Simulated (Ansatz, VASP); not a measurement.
**I: VASP beside Ansatz**

```
CELL_PARAMETERS angstrom
-2.08938 2.08938 2.08938
2.08938 -2.08938 2.08938
2.08938 2.08938 -2.08938
ATOMIC_POSITIONS crystal
I 0.00000 0.00000 0.00000
```

Alike in both runs: task relaxation of cell and atoms; functional PBEsol; k mesh 15 × 15 × 15; occupations methfessel-paxton of order 1, width 0.1 eV; no spin polarisation.

|  | VASP | Ansatz |
| --- | --- | --- |
| version | VASP 6.6.1 | Ansatz 0.2.0 |
| potentials or method | VASP PAW PBE potentials, release 64 (I), cutoff 500 eV | plane waves, PAW |
| valence electrons in the cell | 7 | 17 |

VASP gave:

| Property | Result |
| --- | --- |
| relaxed volume (Å³/atom) | 32.62 |
| relaxed length of the cell vector where the two differ most in proportion (Å) | 3.486 |

Problem. What did Ansatz give for the same quantities?

Solution. Relaxed volume (Å³/atom): 32.59; relaxed length of the cell vector where the two differ most in proportion (Å): 3.485.

VASP's potentials were made for PBE, not for PBEsol. VASP's potentials hold 7 valence electrons a cell and Ansatz's 17, so a difference there can come from the potentials and not from the codes.

Neither program's run includes spin-orbit coupling.
